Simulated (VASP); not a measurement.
Set up this calculation in VASP 6.6.1, as the native input.

```yaml
Task: single point
Functional: PBE
Potentials_or_basis: VASP PAW PBE potentials, release 64 (Mo_sv, S)
Cutoff: 520 eV
k_mesh: 12 × 12 × 2
Occupations: fermi-dirac, width 0.02 eV
Spin: no spin polarisation
Dipole_correction: no
Further_INCAR_settings: ALGO = Normal; EDIFF = 1e-06; NBANDS = 35
```

The structure of MoS2 lies in POSCAR:

```
MoS2
1.0
    3.2047501286      0.0000000000      0.0000000000
   -1.6023750643      2.7753950241      0.0000000000
    0.0000000000      0.0000000000     12.5602549188
Mo S
2 4
Direct
    0.3333333333      0.6666666667      0.2500000000
    0.6666666667      0.3333333333      0.7500000000
    0.6666666667      0.3333333333      0.3731514361
    0.6666666667      0.3333333333      0.1268485639
    0.3333333333      0.6666666667      0.8731514361
    0.3333333333      0.6666666667      0.6268485639
```

This cell differs from its parent crystal: strain +1.0%.

The input as run:

INCAR

```
SYSTEM = MoS2
ALGO = Normal
EDIFF = 1E-6
ENCUT = 520
GGA = PE
ISIF = 2
ISMEAR = -1
LASPH = .True.
LCHARG = .False.
LREAL = .False.
LWAVE = .False.
NBANDS = 35
NELM = 80
PREC = Accurate
SIGMA = 0.02
```

KPOINTS

```
k-points
0
Gamma
  12 12 2
  0 0 0
```

Potentials or basis: VASP PAW PBE potentials, release 64 (Mo_sv, S).

Run with:

```bash
$ cat potpaw_PBE.64/Mo_sv/POTCAR potpaw_PBE.64/S/POTCAR > POTCAR
$ mpirun -np 1 vasp_std > vasp.out
```

It gave:

| Item | Value |
| --- | --- |
| Pressure | 0.2 GPa |
| Largest force | 0.090 eV/Å |
| Band gap on the k mesh | 0.88 eV, indirect (least direct gap 1.54 eV) |

Caveat: the cell differs from its parent crystal (strain +1.0%); this functional lacks dispersion, which binds the layers, so the pressure and a relaxed spacing across them are unreliable.

Wall time 100 s on 1 thread of Intel(R) Xeon(R) 6975P-C (Granite Rapids), on a shared host, peak memory 0.28 GiB.
